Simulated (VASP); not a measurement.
TePb:

```
Pb Te
1.0
     0.00000    3.64149    3.64149
     3.64149    0.00000    3.64149
     3.64149    3.64149    0.00000
Pb Te
1 1
Direct
  0.00000 0.00000 0.00000
  0.25000 0.25000 0.25000
```

Base run:

- Program: VASP 6.6.1
- Functional: PBEsol
- Potentials or basis: VASP PAW PBE potentials, release 64 (Pb_d, Te)
- Cutoff: 500 eV
- k mesh: 4 × 4 × 4
- Occupations: gaussian, width 0.01 eV
- Spin: no spin polarisation

Its results: band gap on the k mesh 0.52 eV, indirect (least direct gap 1.14 eV); pressure -0.9 GPa.

Question: After a change of settings the same cell gave: band gap on the k mesh 0.77 eV, indirect (least direct gap 1.41 eV); pressure -0.2 GPa. Which change was it?
A. functional from PBEsol to PBE-based screened hybrid; cutoff from 500 eV to 520 eV
B. functional from PBEsol to HSE06; cutoff from 500 eV to 520 eV
C. functional from PBEsol to PBE; occupations from gaussian, width 0.01 eV to fermi-dirac, width 0.05 eV
D. functional from PBEsol to PBE; cutoff from 500 eV to 520 eV; further incar settings from ALGO = Normal; EDIFF = 1e-06; NBANDS = 17 to ALGO = Normal; EDIFF = 1e-07; NBANDS = 17

Answer: A.

Caveats: the PAW data sets were made with another functional, which shifts forces and pressure a little; spin-orbit coupling is left out, which moves the levels of the heavy elements.
